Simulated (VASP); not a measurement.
# LiGeN (P6_3mc) in VASP: further runs

Aim: see how the results for LiGeN move with the level of theory and the settings. Levels: PBE, r2SCAN. Tasks: single point.

Everything below comes from runs of VASP 6.6.1. Logs are shortened: lines on timing, memory, paths and dates and some standing lists are left out, and cuts for length are marked.

## 1. The cell of the first run

Symmetry: P6_3mc, No. 186, hexagonal system. Conventional cell: a = 2.987 Å, b = 2.987 Å, c = 9.007 Å, α = 90.00°, β = 90.00°, γ = 120.00°. Li (site symmetry 3m) has 3 N at 2.15 Å and 6 Ge at 2.83 to 2.84 Å and 6 Li at 2.99 Å within 3.0 Å. Within 2.6 Å of Ge (site symmetry 3m) lie 3 N at 1.97 Å. Within 2.6 Å of N (site symmetry 3m) lie 3 Ge at 1.97 Å and 3 Li at 2.15 Å.

## 2. Single point, PBE (uniaxial z strain -3.7%)

Contents of INCAR:

```
ALGO = Normal
EDIFF = 1E-7
ENCUT = 520
GGA = PE
ISIF = 2
ISMEAR = -1
LASPH = True
LCHARG = True
LELF = True
LREAL = False
LVHAR = True
LWAVE = False
NBANDS = 31
NELM = 80
PREC = Accurate
SIGMA = 0.02
```

Contents of KPOINTS:

```
k-points
0
Gamma
  12 12 4
```

Contents of POSCAR:

```
LiGeN
1.0
    2.9870692118      0.0000000000      0.0000000000
   -1.4935346059      2.5868778203      0.0000000000
    0.0000000000      0.0000000000      9.0069946379
Li Ge N
2 2 2
Direct
    0.6666666667      0.3333333333      0.7453089807
    0.3333333333      0.6666666667      0.2453089807
    0.0000000000      0.0000000000      0.4962682565
    0.0000000000      0.0000000000      0.9962682565
    0.3333333333      0.6666666667      0.6030607627
    0.6666666667      0.3333333333      0.1030607627
```

Potentials or basis: VASP PAW PBE potentials, release 64 (Li_sv, Ge_d, N).

Launch:

```sh
$ cat potpaw_PBE.64/Li_sv/POTCAR potpaw_PBE.64/Ge_d/POTCAR potpaw_PBE.64/N/POTCAR > POTCAR
$ mpirun -np 1 vasp_std > vasp.out
```

OUTCAR:

```text
EDIFF = 1E-7
   ENCUT = 520
   GGA = PE
   ISIF = 2
   ISMEAR = -1
   LASPH = True
   LREAL = False
   NELM = 80
   PREC = Accurate

 ion  position               nearest neighbor table
   1  0.667  0.333  0.745-   5 2.15   5 2.15   5 2.15
   2  0.333  0.667  0.245-   6 2.15   6 2.15   6 2.15
   3  0.000  0.000  0.496-   5 1.97   5 1.97   5 1.97
   4  0.000  0.000  0.996-   6 1.97   6 1.97   6 1.97
   5  0.333  0.667  0.603-   3 1.97   3 1.97   3 1.97   1 2.15   1 2.15   1 2.15
   6  0.667  0.333  0.103-   4 1.97   4 1.97   4 1.97   2 2.15   2 2.15   2 2.15

  LATTYP: Found a hexagonal cell.
 ALAT       =     2.9870692118
 C/A-ratio  =     3.0153284036

  Lattice vectors:

 A1 = (   2.9870692118,   0.0000000000,   0.0000000000)
 A2 = (  -1.4935346059,   2.5868778203,   0.0000000000)
 A3 = (   0.0000000000,   0.0000000000,   9.0069946379)

Analysis of symmetry for initial positions (statically):
=====================================================================
 Subroutine PRICEL returns:
 Original cell was already a primitive cell.

 Routine SETGRP: Setting up the symmetry group for a
 hexagonal supercell.

 Subroutine GETGRP returns: Found 12 space group operations
 (whereof  6 operations were pure point group operations)
 out of a pool of 24 trial point group operations.

The static configuration has the point symmetry C_3v.
 The point group associated with its full space group is C_6v.

Analysis of symmetry for dynamics (positions and initial velocities):
=====================================================================
 Subroutine PRICEL returns:
 Original cell was already a primitive cell.

 Routine SETGRP: Setting up the symmetry group for a
 hexagonal supercell.

 Subroutine GETGRP returns: Found 12 space group operations
 (whereof  6 operations were pure point group operations)
 out of a pool of 24 trial point group operations.

The dynamic configuration has the point symmetry C_3v.
 The point group associated with its full space group is C_6v.

 Subroutine INISYM returns: Found 12 space group operations
 (whereof  6 operations are pure point group operations),
 and found     1 'primitive' translations

----------------------------------------------------------------------------------------

                                     Primitive cell

  volume of cell :      69.5987

  direct lattice vectors                    reciprocal lattice vectors
     2.987069212  0.000000000  0.000000000     0.334776307  0.193283191  0.000000000
    -1.493534606  2.586877820  0.000000000     0.000000000  0.386566382  0.000000000
     0.000000000  0.000000000  9.006994638     0.000000000  0.000000000  0.111024825

  length of vectors
     2.987069212  2.987069212  9.006994638     0.386566382  0.386566382  0.111024825

  position of ions in fractional coordinates (direct lattice)
     0.666666667  0.333333333  0.745308981
     0.333333333  0.666666667  0.245308981
     0.000000000  0.000000000  0.496268257
     0.000000000  0.000000000  0.996268257
     0.333333333  0.666666667  0.603060763
     0.666666667  0.333333333  0.103060763

  ion indices of the primitive-cell ions
   primitive index   ion index
                 1           1
                 2           2
                 3           3
                 4           4
                 5           5
                 6           6

----------------------------------------------------------------------------------------

 KPOINTS: k-points

Automatic generation of k-mesh.
 Grid dimensions read from file:
 generate k-points for:   12   12    4

 Generating k-lattice:

  Cartesian coordinates                     Fractional coordinates (reciprocal lattice)
     0.027898026  0.016106933  0.000000000     0.083333333  0.000000000  0.000000000
     0.000000000  0.032213865  0.000000000     0.000000000  0.083333333  0.000000000
     0.000000000  0.000000000  0.027756206     0.000000000  0.000000000  0.250000000

  Length of vectors
     0.032213865  0.032213865  0.027756206

  Shift w.r.t. Gamma in fractional coordinates (k-lattice)
     0.000000000  0.000000000  0.000000000

 Subroutine IBZKPT returns following result:
 ===========================================

 Found     57 irreducible k-points:

 Following reciprocal coordinates:
            Coordinates               Weight
  0.000000  0.000000  0.000000      1.000000
  0.083333  0.000000  0.000000      6.000000
  0.166667  0.000000  0.000000      6.000000
  0.250000  0.000000  0.000000      6.000000
  0.333333  0.000000  0.000000      6.000000
  0.416667  0.000000  0.000000      6.000000
[... 16 lines left out ...]
  0.250000  0.000000  0.250000     12.000000
  0.333333  0.000000  0.250000     12.000000
 [... further k-points ...]
   k-points           NKPTS =     57   k-points in BZ     NKDIM =     57   number of bands    NBANDS=     31
   number of dos      NEDOS =    301   number of ions     NIONS =      6
   total plane-waves  NPLWV =  40320
   dimension x,y,z NGX =    24 NGY =   24 NGZ =   70
   dimension x,y,z NGXF=    48 NGYF=   48 NGZF=  140
   ions per type =               2   2   2
   NGX,Y,Z   is equivalent  to a cutoff of  13.36, 13.36, 12.92 a.u.
   NGXF,Y,Z  is equivalent  to a cutoff of  26.71, 26.71, 25.84 a.u.
 SYSTEM =  unknown system
   PREC   = accura    normal or accurate (medium, high low for compatibility)
   ISTART =      0    job   : 0-new  1-cont  2-samecut
   ICHARG =      2    charge: 1-file 2-atom 10-const
   ISPIN  =      1    spin polarized calculation?
   LNONCOLLINEAR =      F non collinear calculations
   LSORBIT =      F    spin-orbit coupling
   LASPH  =      T    aspherical Exc in radial PAW
   ENCUT  =  520.0 eV  38.22 Ry    6.18 a.u.   5.55  5.55 16.75*2*pi/ulx,y,z
   NELM   =     80;   NELMIN=  2; NELMDL= -5     # of ELM steps
   EDIFF  = 0.1E-06   stopping-criterion for ELM
   LREAL  =      F    real-space projection
   EDIFFG = 0.1E-05   stopping-criterion for IOM
   NSW    =      0    number of steps for IOM
   IBRION =     -1    ionic relax: 0-MD 1-quasi-New 2-CG
   NFREE  =      0    steps in history (QN), initial steepest desc. (CG)
   ISIF   =      2    stress and relaxation
   ISYM   =      2    0-nonsym 1-usesym 2-fastsym
   POTIM  = 0.5000    time-step for ionic-motion
   TEBEG  =    0.0;   TEEND  =   0.0 temperature during run
   PSTRESS=    0.0 pullay stress
   NELECT =      44.0000    total number of electrons
   NUPDOWN=      -1.0000    fix difference up-down
   EMIN   =  10.00;   EMAX   =-10.00  energy-range for DOS
   EFERMI =   0.00;   METHOD = LEGACY
   ISMEAR =    -1;   SIGMA  =   0.02  broadening in eV -4-tet -1-fermi 0-gaus
   EFERMI_NEDOS =   21; number of points for ismear=-14 and -15
   IALGO  =     38    algorithm
   IMIX   =      4    mixing-type and parameters
     AMIX     =   0.40;   BMIX     =  1.00
     AMIX_MAG =   1.60;   BMIX_MAG =  1.00
  volume/ion in A,a.u.               =      11.60        78.28
  Fermi-wavevector in a.u.,A,eV,Ry     =   1.405051  2.655161 26.860182  1.974168
  Thomas-Fermi vector in A             =   2.527551
   LORBIT       =      0    0 simple, 1 ext, 2 COOP (PROOUT), +10 PAW based schemes
   GGA     = PE    functional components
   LHFCALC =     F    Hartree Fock is set to
   AEXX    =    0.0000 exact exchange contribution
   IVDW    =     0    specifies the selected vdW correction
   LEPSILON=     F    determine dielectric tensor
   LRPA    =     F    only Hartree local field effects (RPA)
 non-spin polarized calculation
  energy-cutoff  :      520.00
  volume of cell :       69.60
 maximum number of plane-waves:      1929
 NGX is ok and might be reduce to    24
   NGX = 11   NGY = 11   NGZ = 33

 number of electron      44.0000007 magnetization

 Free energy of the ion-electron system (eV)
  ---------------------------------------------------
  ext. energy  EPLUGINS =         0.00000000
  ---------------------------------------------------
  free energy    TOTEN  =       -31.28163931 eV

  energy without entropy =      -31.28163931  energy(sigma->0) =      -31.28163931

 E-fermi :   5.7289     XC(G=0): -10.7147

 val. band max:        5.3009864048   @ k =   0.1667   0.0833   0.0000
 cond. band min:       6.6603279505   @ k =   0.5000   0.0000   0.0000
 fundamental gap:      1.3593415456
 Fermi energy:         5.7288901051

 k-point     1 :       0.0000    0.0000    0.0000
  band No.  band energies     occupation
      1     -39.9362      2.00000
      2     -39.9361      2.00000
      3     -18.8917      2.00000
      4     -18.8917      2.00000
      5     -18.8917      2.00000
      6     -18.8917      2.00000
[... 23 lines left out ...]
     30      13.6315      0.00000
     31      18.1568      0.00000

 k-point     2 :       0.0833    0.0000    0.0000
  band No.  band energies     occupation
      1     -39.9349      2.00000
      2     -39.9348      2.00000
      3     -18.8963      2.00000
      4     -18.8962      2.00000
      5     -18.8848      2.00000
      6     -18.8847      2.00000
[... 23 lines left out ...]
     30      13.7201      0.00000
     31      17.0107      0.00000

 k-point     3 :       0.1667    0.0000    0.0000
  band No.  band energies     occupation
      1     -39.9316      2.00000
      2     -39.9315      2.00000
      3     -18.9094      2.00000
      4     -18.9092      2.00000
      5     -18.8657      2.00000
      6     -18.8657      2.00000
[... 23 lines left out ...]
     30      13.8492      0.00000
     31      15.5577      0.00000

 k-point     4 :       0.2500    0.0000    0.0000
  band No.  band energies     occupation
      1     -39.9270      2.00000
      2     -39.9270      2.00000
      3     -18.9286      2.00000
      4     -18.9283      2.00000
      5     -18.8399      2.00000
      6     -18.8398      2.00000
[... 635 lines left out ...]
     30      13.8053      0.00000
     31      15.9051      0.00000

 k-point    23 :       0.2500    0.0000    0.2500
  band No.  band energies     occupation
      1     -39.9270      2.00000
      2     -39.9270      2.00000
      3     -18.9285      2.00000
      4     -18.9283      2.00000
      5     -18.8399      2.00000
      6     -18.8398      2.00000
[... 23 lines left out ...]
     30      13.7964      0.00000
     31      15.3504      0.00000

 k-point    24 :       0.3333    0.0000    0.2500
  band No.  band energies     occupation
      1     -39.9225      2.00000
      2     -39.9224      2.00000
      3     -18.9487      2.00000
      4     -18.9484      2.00000
      5     -18.8145      2.00000
      6     -18.8145      2.00000
[... 23 lines left out ...]
     30      13.6575      0.00000
     31      15.6671      0.00000

 [... further k-points ...]

------------------------ aborting loop because EDIFF is reached ----------------------------------------

  FORCE on cell =-STRESS in cart. coord.  units (eV):
  Direction    XX          YY          ZZ          XY          YZ          ZX
  --------------------------------------------------------------------------------------
  -------------------------------------------------------------------------------------
  Total        1.8115722      1.8115722      3.3090039      0.0000000      0.0000000      0.0000000
  in kB       41.7027918     41.7027918     76.1739996      0.0000000      0.0000000      0.0000000
  external PRESSURE =      53.1931944 kB  Pullay stress =       0.0000000 kB

 VOLUME and BASIS-vectors are now :
 -----------------------------------------------------------------------------
  energy-cutoff  :      520.00
  volume of cell :       69.60
      direct lattice vectors                 reciprocal lattice vectors
     2.987069212  0.000000000  0.000000000     0.334776307  0.193283191  0.000000000
    -1.493534606  2.586877820  0.000000000     0.000000000  0.386566382  0.000000000
     0.000000000  0.000000000  9.006994638     0.000000000  0.000000000  0.111024825

 POSITION                                       TOTAL-FORCE (eV/Angst)
 -----------------------------------------------------------------------------------
      1.49353      0.86229      6.71299         0.000000     -0.000000      0.052236
     -0.00000      1.72459      2.20950         0.000000     -0.000000      0.052236
      0.00000      0.00000      4.46989         0.000000      0.000000     -0.467379
      0.00000      0.00000      8.97338        -0.000000     -0.000000     -0.467379
     -0.00000      1.72459      5.43177        -0.000000      0.000000      0.415142
      1.49353      0.86229      0.92827         0.000000     -0.000000      0.415142
 -----------------------------------------------------------------------------------
    total drift:                               -0.000000      0.000000     -0.001419

  FREE ENERGIE OF THE ION-ELECTRON SYSTEM (eV)
  ---------------------------------------------------
  free  energy   TOTEN  =       -31.2816393103 eV

  energy  without entropy=      -31.2816393103  energy(sigma->0) =      -31.28163931
```

Wall time 93 s (1 thread of Intel Xeon 6975P-C (Granite Rapids), shared host); peak memory 0.25 GiB.

What came out:

```
Free energy            : -31.2816 eV
Largest force          : 0.467 eV/Å
Band gap on the k mesh : 1.36 eV (least direct gap 2.48 eV)
```

Forces on the atoms (eV/Å):
```
Li   0.000  0.000  0.052
Li   0.000  0.000  0.052
Ge   0.000  0.000 -0.467
Ge   0.000  0.000 -0.467
N    0.000  0.000  0.415
N    0.000  0.000  0.415
```

Levels at points of the mesh, in eV from the valence-band top:
```csv
k point,band 18,band 19,band 20,band 21,band 22,band 23,band 24,band 25,band 26,band 27
"(0.00, 0.00, 0.00)",-1.44,-1.44,-1.44,-1.44,-0.25,2.79,3.54,7.77,8.14,8.14
"(0.50, 0.00, 0.00)",-4.17,-3.11,-3.04,-1.32,-1.12,1.36,2.10,4.97,5.29,6.35
"(0.00, 0.00, 0.50)",-1.48,-1.44,-1.44,-1.44,-1.44,3.29,3.29,8.01,8.01,8.23
"(0.50, 0.00, 0.50)",-4.17,-3.07,-3.07,-1.33,-1.33,1.84,1.84,5.24,5.24,6.89
```

Caveat: the cell differs from its parent crystal (uniaxial z strain -3.7%); the cutoff is under 1.25 times the usual one of these potentials, so pressure, stress and relaxed cells hold a basis-set (Pulay) error.

(Continued in part 2 of 2.)
